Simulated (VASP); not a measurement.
Here is a VASP 6.6.1 calculation.

INCAR

```
SYSTEM = Ti4S
  PREC = Accurate
  ENCUT = 520
  EDIFF = 1E-6
  ISMEAR = 0
  SIGMA = 0.1
  LREAL = .FALSE.
  LASPH = .TRUE.
  NELM = 60
  ALGO = Normal
  ISIF = 2
  LWAVE = .FALSE.
  LCHARG = .FALSE.
  LDIPOL = .TRUE.
  IDIPOL = 3
  DIPOL = 0.5 0.5 0.356
  GGA = PE
  IBRION = 2
  NSW = 36
  EDIFFG = -0.025
  KPAR = 4
```

KPOINTS

```
regular mesh
0
G
  8 8 1
  0 0 0
```

File POSCAR:

```
Ti4S
1.0
    3.2553359259      0.0000000000      0.0000000000
    0.0000000000      3.2553359259      0.0000000000
    0.0000000000      0.0000000000     20.1793674375
Ti S
4 1
Selective dynamics
Direct
    0.5000000000      0.5000000000      0.1982222690  F F F
    0.0000000000      0.0000000000      0.2788822782  F F F
    0.5000000000      0.5000000000      0.3551865247  F F F
    0.0000000000      0.0000000000      0.4301109767  F F F
    0.2500000000      0.3750000000      0.5153465523  F F T
```

Potentials or basis: VASP PAW PBE potentials, release 64 (Ti_sv, S).

Launch:

```sh
$ cat potpaw_PBE.64/Ti_sv/POTCAR potpaw_PBE.64/S/POTCAR > POTCAR
$ mpirun -np 4 vasp_std > vasp.out
```

Problem. What does it give for the energy gained by relaxing?

Solution. 26.9 meV/atom.

Problem. What does it give for the band gap on the k mesh?

Solution. Zero (bands 27 and 28 overlap by 0.93 eV).

Step by step:
```tsv
step	energy change (eV)	largest force on free atoms (eV/Å)	pressure (GPa)
1	0.0000	1.4356	-1.14
2	-0.0834	0.9511	-0.63
3	-0.1347	0.0082	0.25
```
